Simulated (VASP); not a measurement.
# C (Fd-3m) in VASP: notebook, part 2 of 2

VASP 6.6.1.

## 4. Relaxation of cell and atoms, r2SCAN

This run uses another cell than the first one, of 5.67 Å³/atom, 0.976 times its volume.

POSCAR reads:

```
C
1.0
    0.0000000000      1.7833700000      1.7833700000
    1.7833700000      0.0000000000      1.7833700000
    1.7833700000      1.7833700000      0.0000000000
C
2
Direct
    0.0000000000      0.0000000000      0.0000000000
    0.2500000000      0.2500000000      0.2500000000
```

INCAR.step1 reads:

```
PREC = Accurate
ENCUT = 600
ISMEAR = 0
SIGMA = 0.02
LREAL = F
LASPH = T
NELM = 100
GGA = PE
ALGO = Normal
EDIFF = 1E-4
LWAVE = T
LCHARG = F
```

INCAR.step2 reads:

```
PREC = Accurate
ENCUT = 600
EDIFF = 1E-6
ISMEAR = 0
SIGMA = 0.02
LREAL = F
LASPH = T
NELM = 100
ALGO = Normal
ISIF = 3
LWAVE = F
LCHARG = F
METAGGA = R2SCAN
LMIXTAU = T
IBRION = 2
NSW = 100
EDIFFG = -0.005
ISTART = 1
```

KPOINTS reads:

```
Automatic mesh
0
Gamma
  12 12 12
```

Potentials or basis: VASP PAW PBE potentials, release 64 (C).

Run with:

```console
$ cat potpaw_PBE.64/C/POTCAR > POTCAR
$ cp INCAR.step1 INCAR
$ mpirun -np 1 vasp_std > vasp.out
$ cp INCAR.step2 INCAR
$ mpirun -np 1 vasp_std > vasp.out
```

OUTCAR:

```text
PREC = Accurate
   ENCUT = 600
   EDIFF = 1E-6
   ISMEAR = 0
   LREAL = F
   LASPH = T
   NELM = 100
   ISIF = 3
   METAGGA = R2SCAN
   IBRION = 2
   NSW = 100
   EDIFFG = -0.005
   ISTART = 1

 ion  position               nearest neighbor table
   1  0.000  0.000  0.000-   2 1.54   2 1.54   2 1.54   2 1.54
   2  0.250  0.250  0.250-   1 1.54   1 1.54   1 1.54   1 1.54

  LATTYP: Found a face centered cubic cell.
 ALAT       =     3.5667400000

  Lattice vectors:

 A1 = (   0.0000000000,   1.7833700000,   1.7833700000)
 A2 = (   1.7833700000,   0.0000000000,   1.7833700000)
 A3 = (   1.7833700000,   1.7833700000,   0.0000000000)

Analysis of symmetry for initial positions (statically):
=====================================================================
 Subroutine PRICEL returns:
 Original cell was already a primitive cell.

 Routine SETGRP: Setting up the symmetry group for a
 face centered cubic supercell.

 Subroutine GETGRP returns: Found 48 space group operations
 (whereof 24 operations were pure point group operations)
 out of a pool of 48 trial point group operations.

The static configuration has the point symmetry T_d .
 The point group associated with its full space group is O_h .

Analysis of symmetry for dynamics (positions and initial velocities):
=====================================================================
 Subroutine PRICEL returns:
 Original cell was already a primitive cell.

 Routine SETGRP: Setting up the symmetry group for a
 face centered cubic supercell.

 Subroutine GETGRP returns: Found 48 space group operations
 (whereof 24 operations were pure point group operations)
 out of a pool of 48 trial point group operations.

The dynamic configuration has the point symmetry T_d .
 The point group associated with its full space group is O_h .

 Subroutine INISYM returns: Found 48 space group operations
 (whereof 24 operations are pure point group operations),
 and found     1 'primitive' translations

----------------------------------------------------------------------------------------

                                     Primitive cell

  volume of cell :      11.3437

  direct lattice vectors                    reciprocal lattice vectors
     0.000000000  1.783370000  1.783370000    -0.280368067  0.280368067  0.280368067
     1.783370000  0.000000000  1.783370000     0.280368067 -0.280368067  0.280368067
     1.783370000  1.783370000  0.000000000     0.280368067  0.280368067 -0.280368067

  length of vectors
     2.522066041  2.522066041  2.522066041     0.485611737  0.485611737  0.485611737

  position of ions in fractional coordinates (direct lattice)
     0.000000000  0.000000000  0.000000000
     0.250000000  0.250000000  0.250000000

  ion indices of the primitive-cell ions
   primitive index   ion index
                 1           1
                 2           2

----------------------------------------------------------------------------------------

 KPOINTS: Automatic mesh

Automatic generation of k-mesh.
 Grid dimensions read from file:
 generate k-points for:   12   12   12

 Generating k-lattice:

  Cartesian coordinates                     Fractional coordinates (reciprocal lattice)
[... 22 lines left out ...]
  0.416667  0.000000  0.000000      8.000000
[... 16 lines left out ...]
  0.500000  0.166667  0.000000     24.000000
 -0.416667  0.166667  0.000000     24.000000
 [... further k-points ...]
   k-points           NKPTS =     72   k-points in BZ     NKDIM =     72   number of bands    NBANDS=      8
   number of dos      NEDOS =    301   number of ions     NIONS =      2
   total plane-waves  NPLWV =   8000
   dimension x,y,z NGX =    20 NGY =   20 NGZ =   20
   dimension x,y,z NGXF=    40 NGYF=   40 NGZF=   40
   ions per type =               2
   NGX,Y,Z   is equivalent  to a cutoff of  13.18, 13.18, 13.18 a.u.
   NGXF,Y,Z  is equivalent  to a cutoff of  26.37, 26.37, 26.37 a.u.
 SYSTEM =  unknown system
   PREC   = accura    normal or accurate (medium, high low for compatibility)
   ISTART =      1    job   : 0-new  1-cont  2-samecut
   ICHARG =      0    charge: 1-file 2-atom 10-const
   ISPIN  =      1    spin polarized calculation?
   LNONCOLLINEAR =      F non collinear calculations
   LSORBIT =      F    spin-orbit coupling
   LASPH  =      T    aspherical Exc in radial PAW
   ENCUT  =  600.0 eV  44.10 Ry    6.64 a.u.   5.04  5.04  5.04*2*pi/ulx,y,z
   NELM   =    100;   NELMIN=  2; NELMDL=  0     # of ELM steps
   EDIFF  = 0.1E-05   stopping-criterion for ELM
   LREAL  =      F    real-space projection
   EDIFFG = -.5E-02   stopping-criterion for IOM
   NSW    =    100    number of steps for IOM
   IBRION =      2    ionic relax: 0-MD 1-quasi-New 2-CG
   NFREE  =      1    steps in history (QN), initial steepest desc. (CG)
   ISIF   =      3    stress and relaxation
   ISYM   =      2    0-nonsym 1-usesym 2-fastsym
   POTIM  = 0.5000    time-step for ionic-motion
   TEBEG  =    0.0;   TEEND  =   0.0 temperature during run
   PSTRESS=    0.0 pullay stress
   NELECT =       8.0000    total number of electrons
   NUPDOWN=      -1.0000    fix difference up-down
   EMIN   =  10.00;   EMAX   =-10.00  energy-range for DOS
   EFERMI =   0.00;   METHOD = LEGACY
   ISMEAR =     0;   SIGMA  =   0.02  broadening in eV -4-tet -1-fermi 0-gaus
   EFERMI_NEDOS =   21; number of points for ismear=-14 and -15
   IALGO  =     38    algorithm
   IMIX   =      4    mixing-type and parameters
     AMIX     =   0.40;   BMIX     =  1.00
     AMIX_MAG =   1.60;   BMIX_MAG =  1.00
  volume/ion in A,a.u.               =       5.67        38.28
  Fermi-wavevector in a.u.,A,eV,Ry     =   1.457203  2.753714 28.891161  2.123440
  Thomas-Fermi vector in A             =   2.574032
   LORBIT       =      0    0 simple, 1 ext, 2 COOP (PROOUT), +10 PAW based schemes
   METAGGA = R2SCAN    functional components
   LHFCALC =     F    Hartree Fock is set to
   AEXX    =    0.0000 exact exchange contribution
   IVDW    =     0    specifies the selected vdW correction
   LEPSILON=     F    determine dielectric tensor
   LRPA    =     F    only Hartree local field effects (RPA)
 conjugate gradient relaxation of ions
 non-spin polarized calculation
 Gauss-broadening in eV      SIGMA  =   0.02
  energy-cutoff  :      600.00
  volume of cell :       11.34
 maximum number of plane-waves:       388
   NGX =  9   NGY =  9   NGZ =  9

--------------------------------------- Ionic step        1  -------------------------------------------

 number of electron       7.9999999 magnetization

 Free energy of the ion-electron system (eV)
  ---------------------------------------------------
  ext. energy  EPLUGINS =         0.00000000
  ---------------------------------------------------
  free energy    TOTEN  =       -19.66402319 eV

  energy without entropy =      -19.66402319  energy(sigma->0) =      -19.66402319

------------------------ aborting loop because EDIFF is reached ----------------------------------------

  FORCE on cell =-STRESS in cart. coord.  units (eV):
  Direction    XX          YY          ZZ          XY          YZ          ZX
  --------------------------------------------------------------------------------------
  -------------------------------------------------------------------------------------
  Total       -0.1480316     -0.1480316     -0.1480316      0.0000000     -0.0000000      0.0000000
  in kB      -20.9079081    -20.9079081    -20.9079081      0.0000000     -0.0000000      0.0000000
  external PRESSURE =     -20.9079081 kB  Pullay stress =       0.0000000 kB
[... 23 lines left out ...]
--------------------------------------- Ionic step        2  -------------------------------------------

 number of electron       7.9999999 magnetization

 E-fermi :  10.0196     XC(G=0): -14.3164

 val. band max:        9.8679376865   @ k =   0.0000   0.0000   0.0000
 cond. band min:      14.2359613733   @ k =   0.3333   0.3333   0.0000
 fundamental gap:      4.3680236868
 Fermi energy:        10.0195655844

 k-point     1 :       0.0000    0.0000    0.0000
  band No.  band energies     occupation
      1     -12.9760      2.00000
      2       9.8679      2.00000
      3       9.8679      2.00000
      4       9.8679      2.00000
      5      15.7328      0.00000
      6      15.7328      0.00000
      7      15.7328      0.00000
      8      23.9435      0.00000
[... 288 lines left out ...]
--------------------------------------- Ionic step        3  -------------------------------------------

 number of electron       7.9999999 magnetization

 Free energy of the ion-electron system (eV)
  ---------------------------------------------------
  ext. energy  EPLUGINS =         0.00000000
  ---------------------------------------------------
  free energy    TOTEN  =       -19.66437504 eV

  energy without entropy =      -19.66437504  energy(sigma->0) =      -19.66437504

 E-fermi :   9.9144     XC(G=0): -14.2834

 val. band max:        9.7799864392   @ k =   0.0000   0.0000   0.0000
 cond. band min:      14.1339677711   @ k =   0.3333   0.3333   0.0000
 fundamental gap:      4.3539813319
 Fermi energy:         9.9144373246

 k-point     1 :       0.0000    0.0000    0.0000
  band No.  band energies     occupation
      1     -12.9801      2.00000
      2       9.7800      2.00000
      3       9.7800      2.00000
      4       9.7800      2.00000
      5      15.6286      0.00000
      6      15.6286      0.00000
      7      15.6286      0.00000
      8      23.7108      0.00000
[... 282 lines left out ...]
  FREE ENERGIE OF THE ION-ELECTRON SYSTEM (eV)
  ---------------------------------------------------
  free  energy   TOTEN  =       -19.6643750416 eV

  energy  without entropy=      -19.6643750416  energy(sigma->0) =      -19.66437504

 reached required accuracy - stopping structural energy minimisation
```

OUTCAR.step1:

```text
PREC = Accurate
   ENCUT = 600
   ISMEAR = 0
   LREAL = F
   LASPH = T
[... 486 lines left out ...]
 -----------------------------------------------------------------------------------
      0.00000      0.00000      0.00000        -0.000000     -0.000000     -0.000000
      0.89168      0.89168      0.89168         0.000000      0.000000      0.000000
 -----------------------------------------------------------------------------------
    total drift:                                0.000000      0.000000      0.000000

  FREE ENERGIE OF THE ION-ELECTRON SYSTEM (eV)
  ---------------------------------------------------
  free  energy   TOTEN  =       -18.1900773282 eV

  energy  without entropy=      -18.1900773282  energy(sigma->0) =      -18.19007733
```

OSZICAR.step1:

```text
N       E                     dE             d eps       ncg     rms          rms(c)
DAV:   1     0.324996383684E+01    0.32500E+01   -0.55673E+03  1184   0.111E+03
DAV:   2    -0.186768526490E+02   -0.21927E+02   -0.21222E+02  1768   0.123E+02
DAV:   3    -0.188275056834E+02   -0.15065E+00   -0.15065E+00  1288   0.135E+01
DAV:   4    -0.188277011698E+02   -0.19549E-03   -0.19549E-03  1616   0.529E-01
DAV:   5    -0.188277012334E+02   -0.63506E-07   -0.63506E-07  1160   0.693E-03    0.553E+00
DAV:   6    -0.183496484967E+02    0.47805E+00   -0.36600E-01  1192   0.484E+00    0.331E+00
DAV:   7    -0.181887959250E+02    0.16085E+00   -0.40408E-01  1360   0.520E+00    0.757E-01
DAV:   8    -0.181900611112E+02   -0.12652E-02   -0.18410E-03  1216   0.507E-01    0.463E-02
DAV:   9    -0.181900773282E+02   -0.16217E-04   -0.12995E-04  1640   0.102E-01
   1 F= -.18190077E+02 E0= -.18190077E+02  d E =-.149881E-45
```

Wall time 26 s (1 thread of Intel Xeon 6975P-C (Granite Rapids), shared host); peak memory 0.12 GiB.

What came out:

```
Free energy                            : -19.6644 eV
Relaxed volume                         : 5.65 Å³/atom
Relaxed cell                           : a = 2.518 Å, b = 2.518 Å, c = 2.518 Å, α = 60.00°, β = 60.00°, γ = 60.00°
Space group after relaxing (to 0.05 Å) : Fd-3m (No. 227)
Energy gained by relaxing              : 0.2 meV/atom
Ionic steps                            : 3
Pressure after relaxing                : 0.0 GPa
Band gap on the k mesh                 : 4.35 eV, indirect (least direct gap 5.85 eV)
```

The path:
| step | energy change (eV) | largest force (eV/Å) | pressure (GPa) | volume (Å³) |
| --- | --- | --- | --- | --- |
| 1 | 0.0000 | 0.0000 | -2.09 | 11.34 |
| 2 | 0.0002 | 0.0000 | 2.73 | 11.22 |
| 3 | -0.0004 | 0.0000 | -0.03 | 11.29 |

Final structure:
```
CELL_PARAMETERS angstrom
0.00000 1.78056 1.78056
1.78056 0.00000 1.78056
1.78056 1.78056 0.00000
ATOMIC_POSITIONS crystal
C 0.00000 0.00000 0.00000
C 0.25000 0.25000 0.25000
```

Levels at points of the mesh, in eV from the valence-band top:
```tsv
k point	band 1	band 2	band 3	band 4	band 5	band 6	band 7	band 8
(0.00, 0.00, 0.00)	-22.76	0.00	0.00	0.00	5.85	5.85	5.85	13.93
(0.50, 0.00, 0.00)	-16.79	-14.10	-2.99	-2.99	8.90	8.90	9.19	16.74
(0.50, 0.50, 0.00)	-13.62	-13.62	-6.69	-6.69	5.01	5.01	17.95	17.95
```

Caveat: the PAW data sets were made with another functional, which shifts forces and pressure a little. r2SCAN opens gaps a little over a GGA but as a rule still falls short of measured ones.

## 5. Single point, r2SCAN (volume scaled by 0.88)

POSCAR reads:

```
C
1.0
    0.0000000000      1.7058813324      1.7058813324
    1.7058813324      0.0000000000      1.7058813324
    1.7058813324      1.7058813324      0.0000000000
C
2
Direct
    0.0000000000      0.0000000000      0.0000000000
    0.2500000000      0.2500000000      0.2500000000
```

INCAR.step1 reads:

```
PREC = Accurate
ENCUT = 520
ISMEAR = 0
SIGMA = 0.02
LREAL = False
LASPH = True
NELM = 60
NBANDS = 11
GGA = PE
ALGO = Normal
EDIFF = 1E-4
LWAVE = True
LCHARG = False
```

INCAR.step2 reads:

```
PREC = Accurate
ENCUT = 520
EDIFF = 1E-6
ISMEAR = 0
SIGMA = 0.02
LREAL = False
LASPH = True
NELM = 60
ALGO = Normal
ISIF = 2
LWAVE = False
LCHARG = False
METAGGA = R2SCAN
LMIXTAU = True
NBANDS = 11
ISTART = 1
```

KPOINTS reads:

```
regular mesh
0
Gamma
  12 12 12
```

Run with:

```console
$ cat potpaw_PBE.64/C/POTCAR > POTCAR
$ cp INCAR.step1 INCAR
$ mpirun -np 1 vasp_std > vasp.out
$ cp INCAR.step2 INCAR
$ mpirun -np 1 vasp_std > vasp.out
```

Wall time 26 s (1 thread of AMD EPYC 7R13 (Zen 3), shared host); peak memory 0.09 GiB.

The run converged. Its results:

```
Free energy            : -19.3644 eV
Pressure               : 74.4 GPa
Band gap on the k mesh : 4.67 eV, indirect (least direct gap 6.20 eV)
```

Levels at points of the mesh, in eV from the valence-band top:
| k point | band 1 | band 2 | band 3 | band 4 | band 5 | band 6 | band 7 | band 8 |
| --- | --- | --- | --- | --- | --- | --- | --- | --- |
| (0.00, 0.00, 0.00) | -24.63 | 0.00 | 0.00 | 0.00 | 6.20 | 6.20 | 6.20 | 17.15 |
| (0.50, 0.00, 0.00) | -17.86 | -15.65 | -3.36 | -3.36 | 9.43 | 9.43 | 11.09 | 17.97 |
| (0.50, 0.50, 0.00) | -14.62 | -14.62 | -7.55 | -7.55 | 5.29 | 5.29 | 20.10 | 20.10 |

Caveat: the cell differs from its parent crystal (volume scaled by 0.88); the PAW data sets were made with another functional, which shifts forces and pressure a little. A k mesh can miss the band edges.

## 6. The runs side by side

```tsv
task	cell	cutoff (eV)	gap on the mesh (eV)	pressure (GPa)
single point	a = 2.542 Å, angles 60.0°, 2 atoms	520	4.29	-11.6
single point	a = 2.567 Å, angles 60.0°, 2 atoms	520	4.22	-22.7
relaxation of cell and atoms	relaxed from a = 2.522 Å, angles 60.0°, 2 atoms	600	4.35	0.0
single point	a = 2.412 Å, angles 60.0°, 2 atoms	520	4.67	74.4
```

Alike in all rows: level r2SCAN; potentials or basis VASP PAW PBE potentials, release 64 (C); no spin polarisation; k mesh 12 × 12 × 12; smearing gaussian 0.02 eV.

Caveats: the PAW data sets were made with another functional, which shifts forces and pressure a little.

Absolute energies hang on the potentials; compare differences alone.
